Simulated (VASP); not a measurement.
# AlCo (Pm-3m) in VASP: a series of runs

AlCo is run at these levels: PBE; tasks: single point.

All numbers are computed with VASP 6.6.1; they aren't measurements. Logs are shortened: lines on timing, memory, paths and dates and some standing lists are left out, and cuts for length are marked.

## (1) The cell of the first run

It takes space group Pm-3m (No. 221, cubic). Conventional cell: a = 2.762 Å, b = 2.762 Å, c = 2.762 Å, α = 90.00°, β = 90.00°, γ = 90.00°. Al (site symmetry m-3m) has 8 Co at 2.39 Å and 6 Al at 2.76 Å within 3.2 Å. Within 3.2 Å of Co (site symmetry m-3m) lie 8 Al at 2.39 Å and 6 Co at 2.76 Å.

## (2) Single point, PBE, collinear spin, ferromagnetic start

Contents of INCAR:

```
SYSTEM = AlCo
PREC = Accurate
ENCUT = 520
EDIFF = 1E-6
ISMEAR = -1
SIGMA = 0.1
LREAL = .FALSE.
LASPH = .TRUE.
NELM = 150
ALGO = Normal
ISIF = 2
LWAVE = .FALSE.
LCHARG = .FALSE.
ISPIN = 2
MAGMOM = 0 2.5
LORBIT = 11
LMAXMIX = 4
GGA = PE
NBANDS = 17
```

Contents of KPOINTS:

```
Automatic mesh
0
G
  10 10 10
  0 0 0
```

Contents of POSCAR:

```
AlCo
1.0
    2.7618480137      0.0000000000      0.0000000000
    0.0000000000      2.7618480137      0.0000000000
    0.0000000000      0.0000000000      2.7618480137
Al Co
1 1
Direct
    0.0000000000      0.0000000000      0.0000000000
    0.5000000000      0.5000000000      0.5000000000
```

Potentials or basis: VASP PAW PBE potentials, release 64 (Al, Co).

Launch:

```console
cat potpaw_PBE.64/Al/POTCAR potpaw_PBE.64/Co/POTCAR > POTCAR
mpirun -np 1 vasp_std > vasp.out
```

OUTCAR:

```text
SYSTEM = AlCo
   PREC = Accurate
   ENCUT = 520
   EDIFF = 1E-6
   ISMEAR = -1
   LREAL = .FALSE.
   LASPH = .TRUE.
   NELM = 150
   ISIF = 2
   ISPIN = 2
   LORBIT = 11
   GGA = PE

 ion  position               nearest neighbor table
   1  0.000  0.000  0.000-   2 2.39   2 2.39   2 2.39   2 2.39   2 2.39   2 2.39   2 2.39   2 2.39

   2  0.500  0.500  0.500-   1 2.39   1 2.39   1 2.39   1 2.39   1 2.39   1 2.39   1 2.39   1 2.39

  LATTYP: Found a simple cubic cell.
 ALAT       =     2.7618480137

  Lattice vectors:

 A1 = (   2.7618480137,   0.0000000000,   0.0000000000)
 A2 = (   0.0000000000,   2.7618480137,   0.0000000000)
 A3 = (   0.0000000000,   0.0000000000,   2.7618480137)

Analysis of symmetry for initial positions (statically):
=====================================================================
 Subroutine PRICEL returns:
 Original cell was already a primitive cell.

 Routine SETGRP: Setting up the symmetry group for a
 simple cubic supercell.

 Subroutine GETGRP returns: Found 48 space group operations
 (whereof 48 operations were pure point group operations)
 out of a pool of 48 trial point group operations.

The static configuration has the point symmetry O_h .

Analysis of symmetry for dynamics (positions and initial velocities):
=====================================================================
 Subroutine PRICEL returns:
 Original cell was already a primitive cell.

 Routine SETGRP: Setting up the symmetry group for a
 simple cubic supercell.

 Subroutine GETGRP returns: Found 48 space group operations
 (whereof 48 operations were pure point group operations)
 out of a pool of 48 trial point group operations.

The dynamic configuration has the point symmetry O_h .

Analysis of structural, dynamic, and magnetic symmetry:
=====================================================================
 Subroutine PRICEL returns:
 Original cell was already a primitive cell.

 Routine SETGRP: Setting up the symmetry group for a
 simple cubic supercell.

 Subroutine GETGRP returns: Found 48 space group operations
 (whereof 48 operations were pure point group operations)
 out of a pool of 48 trial point group operations.

The overall configuration has the point symmetry O_h .

 Subroutine INISYM returns: Found 48 space group operations
 (whereof 48 operations are pure point group operations),
 and found     1 'primitive' translations

----------------------------------------------------------------------------------------

                                     Primitive cell

  volume of cell :      21.0668

  direct lattice vectors                    reciprocal lattice vectors
     2.761848014  0.000000000  0.000000000     0.362076405  0.000000000  0.000000000
     0.000000000  2.761848014  0.000000000     0.000000000  0.362076405  0.000000000
     0.000000000  0.000000000  2.761848014     0.000000000  0.000000000  0.362076405

  length of vectors
     2.761848014  2.761848014  2.761848014     0.362076405  0.362076405  0.362076405

  position of ions in fractional coordinates (direct lattice)
     0.000000000  0.000000000  0.000000000
     0.500000000  0.500000000  0.500000000

  ion indices of the primitive-cell ions
   primitive index   ion index
                 1           1
                 2           2

----------------------------------------------------------------------------------------

 KPOINTS: Automatic mesh

Automatic generation of k-mesh.
 Grid dimensions read from file:
 generate k-points for:   10   10   10

 Generating k-lattice:

  Cartesian coordinates                     Fractional coordinates (reciprocal lattice)
     0.036207641  0.000000000  0.000000000     0.100000000  0.000000000  0.000000000
     0.000000000  0.036207641  0.000000000     0.000000000  0.100000000  0.000000000
     0.000000000  0.000000000  0.036207641     0.000000000  0.000000000  0.100000000

  Length of vectors
     0.036207641  0.036207641  0.036207641

  Shift w.r.t. Gamma in fractional coordinates (k-lattice)
     0.000000000  0.000000000  0.000000000

 Subroutine IBZKPT returns following result:
 ===========================================

 Found     56 irreducible k-points:

 Following reciprocal coordinates:
            Coordinates               Weight
  0.000000  0.000000  0.000000      1.000000
  0.100000  0.000000  0.000000      6.000000
  0.200000  0.000000  0.000000      6.000000
  0.300000  0.000000  0.000000      6.000000
  0.400000  0.000000  0.000000      6.000000
  0.500000  0.000000  0.000000      3.000000
[... 16 lines left out ...]
  0.200000  0.100000  0.100000     24.000000
  0.300000  0.100000  0.100000     24.000000
 [... further k-points ...]
   k-points           NKPTS =     56   k-points in BZ     NKDIM =     56   number of bands    NBANDS=     17
   number of dos      NEDOS =    301   number of ions     NIONS =      2
   total plane-waves  NPLWV =  13824
   dimension x,y,z NGX =    24 NGY =   24 NGZ =   24
   dimension x,y,z NGXF=    48 NGYF=   48 NGZF=   48
   ions per type =               1   1
   NGX,Y,Z   is equivalent  to a cutoff of  14.45, 14.45, 14.45 a.u.
   NGXF,Y,Z  is equivalent  to a cutoff of  28.89, 28.89, 28.89 a.u.
 SYSTEM =  AlCo
   PREC   = accura    normal or accurate (medium, high low for compatibility)
   ISTART =      0    job   : 0-new  1-cont  2-samecut
   ICHARG =      2    charge: 1-file 2-atom 10-const
   ISPIN  =      2    spin polarized calculation?
   LNONCOLLINEAR =      F non collinear calculations
   LSORBIT =      F    spin-orbit coupling
   LASPH  =      T    aspherical Exc in radial PAW
   ENCUT  =  520.0 eV  38.22 Ry    6.18 a.u.   5.14  5.14  5.14*2*pi/ulx,y,z
   NELM   =    150;   NELMIN=  2; NELMDL= -5     # of ELM steps
   EDIFF  = 0.1E-05   stopping-criterion for ELM
   LREAL  =      F    real-space projection
   EDIFFG = 0.1E-04   stopping-criterion for IOM
   NSW    =      0    number of steps for IOM
   IBRION =     -1    ionic relax: 0-MD 1-quasi-New 2-CG
   NFREE  =      0    steps in history (QN), initial steepest desc. (CG)
   ISIF   =      2    stress and relaxation
   ISYM   =      2    0-nonsym 1-usesym 2-fastsym
   POTIM  = 0.5000    time-step for ionic-motion
   TEBEG  =    0.0;   TEEND  =   0.0 temperature during run
   PSTRESS=    0.0 pullay stress
   NELECT =      12.0000    total number of electrons
   NUPDOWN=      -1.0000    fix difference up-down
   EMIN   =  10.00;   EMAX   =-10.00  energy-range for DOS
   EFERMI =   0.00;   METHOD = LEGACY
   ISMEAR =    -1;   SIGMA  =   0.10  broadening in eV -4-tet -1-fermi 0-gaus
   EFERMI_NEDOS =   21; number of points for ismear=-14 and -15
   IALGO  =     38    algorithm
   IMIX   =      4    mixing-type and parameters
     AMIX     =   0.40;   BMIX     =  1.00
     AMIX_MAG =   1.60;   BMIX_MAG =  1.00
  volume/ion in A,a.u.               =      10.53        71.08
  Fermi-wavevector in a.u.,A,eV,Ry     =   1.357070  2.564490 25.057007  1.841638
  Thomas-Fermi vector in A             =   2.484019
   LORBIT       =     11    0 simple, 1 ext, 2 COOP (PROOUT), +10 PAW based schemes
   GGA     = PE    functional components
   LHFCALC =     F    Hartree Fock is set to
   AEXX    =    0.0000 exact exchange contribution
   IVDW    =     0    specifies the selected vdW correction
   LEPSILON=     F    determine dielectric tensor
   LRPA    =     F    only Hartree local field effects (RPA)
 spin polarized calculation
  energy-cutoff  :      520.00
  volume of cell :       21.07
 maximum number of plane-waves:       587
 NGX is ok and might be reduce to    24
   NGX = 11   NGY = 11   NGZ = 11

 number of electron      12.0000002 magnetization      -0.0066805

 number of electron      12.0000002 magnetization       0.0007639

 Free energy of the ion-electron system (eV)
  ---------------------------------------------------
  ext. energy  EPLUGINS =         0.00000000
  ---------------------------------------------------
  free energy    TOTEN  =       -11.87384137 eV

  energy without entropy =      -11.85002448  energy(sigma->0) =      -11.86193292

 E-fermi :  11.8606     XC(G=0): -12.7318

 val. band max:       11.8451564506   @ k =   0.5000   0.4000   0.1000
 cond. band min:      11.9875763425   @ k =   0.5000   0.3000   0.0000
 fundamental gap:      0.1424198918
 Fermi energy:        11.8605809409

 spin component 1

 k-point     1 :       0.0000    0.0000    0.0000
  band No.  band energies     occupation
      1       0.1664      1.00000
      2       8.4804      1.00000
      3       8.4804      1.00000
      4      10.9308      0.99991
      5      10.9308      0.99991
      6      10.9308      0.99991
[... 9 lines left out ...]
     16      36.5292      0.00000
     17      36.5292      0.00000
[... 441 lines left out ...]
 k-point    24 :       0.3000    0.1000    0.1000
  band No.  band energies     occupation
      1       2.3160      1.00000
      2       7.8597      1.00000
      3       8.9383      1.00000
      4      10.0882      1.00000
      5      10.2025      1.00000
      6      10.8033      0.99997
[... 9 lines left out ...]
     16      34.4064      0.00000
     17      35.3328      0.00000

 [... further k-points ...]

 spin component 2

 k-point     1 :       0.0000    0.0000    0.0000
  band No.  band energies     occupation
      1       0.1662      1.00000
      2       8.4818      1.00000
      3       8.4818      1.00000
      4      10.9313      0.99991
      5      10.9313      0.99991
      6      10.9313      0.99991
[... 9 lines left out ...]
     16      36.5288      0.00000
     17      36.5288      0.00000
[... 441 lines left out ...]
 k-point    24 :       0.3000    0.1000    0.1000
  band No.  band energies     occupation
      1       2.3157      1.00000
      2       7.8603      1.00000
      3       8.9397      1.00000
      4      10.0887      1.00000
      5      10.2030      1.00000
      6      10.8038      0.99997
[... 9 lines left out ...]
     16      34.4063      0.00000
     17      35.3327      0.00000

 [... further k-points ...]
[... 5 lines left out ...]
  --------------------------------------------------------------------------------------
  -------------------------------------------------------------------------------------
  Total        2.7951463      2.7951463      2.7951463      0.0000000      0.0000000      0.0000000
  in kB      212.5767653    212.5767653    212.5767653      0.0000000      0.0000000      0.0000000
  external PRESSURE =     212.5767653 kB  Pullay stress =       0.0000000 kB

 VOLUME and BASIS-vectors are now :
 -----------------------------------------------------------------------------
  energy-cutoff  :      520.00
  volume of cell :       21.07
      direct lattice vectors                 reciprocal lattice vectors
     2.761848014  0.000000000  0.000000000     0.362076405  0.000000000  0.000000000
     0.000000000  2.761848014  0.000000000     0.000000000  0.362076405  0.000000000
     0.000000000  0.000000000  2.761848014     0.000000000  0.000000000  0.362076405

 POSITION                                       TOTAL-FORCE (eV/Angst)
 -----------------------------------------------------------------------------------
      0.00000      0.00000      0.00000         0.000000      0.000000      0.000000
      1.38092      1.38092      1.38092         0.000000      0.000000      0.000000
 -----------------------------------------------------------------------------------
    total drift:                                0.000000     -0.000000     -0.000000

  FREE ENERGIE OF THE ION-ELECTRON SYSTEM (eV)
  ---------------------------------------------------
  free  energy   TOTEN  =       -11.8738413697 eV

  energy  without entropy=      -11.8500244758  energy(sigma->0) =      -11.86193292

 total charge

# of ion       s       p       d       tot
------------------------------------------
    1        0.408   0.474   0.000   0.882
    2        0.473   0.591   7.580   8.645
--------------------------------------------------
tot          0.881   1.065   7.580   9.527

 magnetization (x)

# of ion       s       p       d       tot
------------------------------------------
    1       -0.000  -0.000   0.000  -0.000
    2       -0.000  -0.000   0.001   0.001
--------------------------------------------------
tot         -0.000  -0.000   0.001   0.001
```

It took 15 s on 1 thread of Intel Xeon Platinum 8559C (Emerald Rapids), shared host; peak memory 0.16 GiB.

Results:

```
Free energy                                           : -11.8738 eV
Pressure                                              : 21.3 GPa
Band gap on the k mesh                                : zero (filled and empty bands overlap)
Net moment                                            : 0.00 μB per cell
Valence electrons inside the program's atomic spheres : Al 0.88; Co 8.64
```

Levels at points of the mesh, in eV from the Fermi level:
Spin up:
| k point | band 2 | band 3 | band 4 | band 5 | band 6 | band 7 | band 8 | band 9 | band 10 | band 11 |
| --- | --- | --- | --- | --- | --- | --- | --- | --- | --- | --- |
| (0.00, 0.00, 0.00) | -3.38 | -3.38 | -0.93 | -0.93 | -0.93 | 6.50 | 6.50 | 6.50 | 9.17 | 9.17 |
| (0.50, 0.00, 0.00) | -7.08 | -2.70 | -1.91 | -1.91 | -0.80 | 0.27 | 8.55 | 11.19 | 11.19 | 12.74 |
| (0.50, 0.50, 0.00) | -3.42 | -2.84 | -2.84 | -1.70 | -1.70 | -0.23 | 2.76 | 4.06 | 13.91 | 16.72 |
| (0.50, 0.50, 0.50) | -4.37 | -4.37 | -0.19 | -0.19 | 2.43 | 2.43 | 2.43 | 5.06 | 5.89 | 5.89 |
Spin down:
```csv
k point,band 2,band 3,band 4,band 5,band 6,band 7,band 8,band 9,band 10,band 11
"(0.00, 0.00, 0.00)",-3.38,-3.38,-0.93,-0.93,-0.93,6.50,6.50,6.50,9.17,9.17
"(0.50, 0.00, 0.00)",-7.08,-2.70,-1.91,-1.91,-0.80,0.27,8.55,11.19,11.19,12.74
"(0.50, 0.50, 0.00)",-3.42,-2.84,-2.84,-1.70,-1.70,-0.23,2.76,4.06,13.91,16.72
"(0.50, 0.50, 0.50)",-4.37,-4.37,-0.19,-0.19,2.43,2.43,2.43,5.06,5.89,5.89
```

Caveat: the starting moments collapsed, and a magnetic state may lie lower.

(Continued in part 2 of 2.)
